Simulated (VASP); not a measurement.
AlN, 4 atoms in the cell. It takes space group P6_3mc (No. 186, hexagonal). Conventional cell: a = 3.113 Å, b = 3.113 Å, c = 4.981 Å, α = 90.00°, β = 90.00°, γ = 120.00°. Al (site symmetry 3m) has 4 N at 1.89 Å within 2.5 Å. N (site symmetry 3m) has 4 Al at 1.89 Å within 2.5 Å. 

* Program: VASP 6.6.1
* Task: single point
* Functional: PBE-based screened hybrid with 15 % exact exchange
* Potentials or basis: VASP PAW PBE potentials, release 64 (Al, N)
* Cutoff: 520 eV
* k mesh: 5 × 5 × 3
* Occupations: fermi-dirac, width 0.05 eV
* Spin: no spin polarisation
* Dipole correction: no
* Grid for exact exchange (PRECFOCK): Normal
* Share of exact exchange: 0.15
* Further INCAR settings: ALGO = Normal; EDIFF = 1e-07; NBANDS = 16
* Screening parameter: 0.2 1/Å

Potentials or basis: VASP PAW PBE potentials, release 64 (Al, N).

Launch:

```sh
$ cat potpaw_PBE.64/Al/POTCAR potpaw_PBE.64/N/POTCAR > POTCAR
$ cp INCAR.step1 INCAR
$ mpirun -np 1 vasp_std > vasp.out
$ cp INCAR.step2 INCAR
$ mpirun -np 1 vasp_std > vasp.out
```

Hardware: 1 thread of AMD EPYC 7R13 (shared host).

Task: How long does it take, and how much memory?

Result: Wall time 13 min on 1 thread of AMD EPYC 7R13 (shared host), peak memory 0.22 GiB. Counts: k points 10.
